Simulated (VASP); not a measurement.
The system is Sc.

```
Sc
1.0
     3.27914    0.00000    0.00000
    -1.63957    2.83982    0.00000
     0.00000    0.00000    5.31220
Sc
2
Direct
  0.33333 0.66667 0.25000
  0.66667 0.33333 0.75000
```

```yaml
Program: VASP 6.6.1
Task: relaxation of cell and atoms
Functional: PBE
Potentials_or_basis: VASP PAW PBE potentials, release 64 (Sc_sv)
Cutoff: 600 eV
k_mesh: 13 × 13 × 7
Occupations: fermi-dirac, width 0.08 eV
Spin: no spin polarisation
```

At the start: pressure 0.1 GPa; volume 24.73 Å³/atom.

Task: Where does the relaxation end?

Result: Over 6 steps the energy falls by 5.3 meV/atom; space group P6_3/mmc (No. 194, to 0.1 Å) before and after.

The path:
| step | energy change (eV) | largest force (eV/Å) | pressure (GPa) | volume (Å³) |
| --- | --- | --- | --- | --- |
| 1 | 0.0000 | 0.0000 | 0.07 | 49.47 |
| 2 | -0.0083 | 0.0000 | -0.07 | 49.54 |
| 3 | -0.0105 | 0.0000 | -0.14 | 49.58 |
| 4 | -0.0105 | 0.0000 | -0.14 | 49.59 |
| 5 | -0.0105 | 0.0000 | 0.06 | 49.40 |
| 6 | -0.0106 | 0.0000 | 0.01 | 49.45 |

Final structure:
```yaml
crystal:
  lattice:
    - [3.32006, 0.00000, 0.00000]
    - [-1.66003, 2.87526, 0.00000]
    - [0.00000, 0.00000, 5.18010]
  atoms:
    - { symbol: Sc, position: [0.33333, 0.66667, 0.25000] }
    - { symbol: Sc, position: [0.66667, 0.33333, 0.75000] }
```
